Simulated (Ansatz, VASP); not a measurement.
# Two plane-wave programs on ZrS

```xyz
2
Lattice="0.0000 2.6250 2.6250 2.6250 0.0000 2.6250 2.6250 2.6250 0.0000" Properties=species:S:1:pos:R:3 pbc="T T T"
Zr    0.0000    0.0000    0.0000
S     2.6250    2.6250    2.6250
```

Alike in both runs: task single point; functional r2SCAN; k mesh 18 × 18 × 18; occupations gaussian, width 0.15 eV; no spin polarisation.

|  | VASP | Ansatz |
| --- | --- | --- |
| version | VASP 6.6.1 | Ansatz 0.2.0 |
| potentials or method | VASP PAW PBE potentials, release 64 (Zr_sv, S), cutoff 520 eV | scalar-relativistic, plane waves, PAW |
| valence electrons in the cell | 18 | 18 |

|  | VASP | Ansatz | Ansatz less VASP |
| --- | --- | --- | --- |
| gap on the k mesh at the Fermi level (eV) | none | none | - |
| pressure (GPa) | -2.0 | -2.0 | 0.00 |

VASP's potentials were made for PBE, not for r2SCAN. A gap of «none» marks a metal or a gap that the smearing closes.
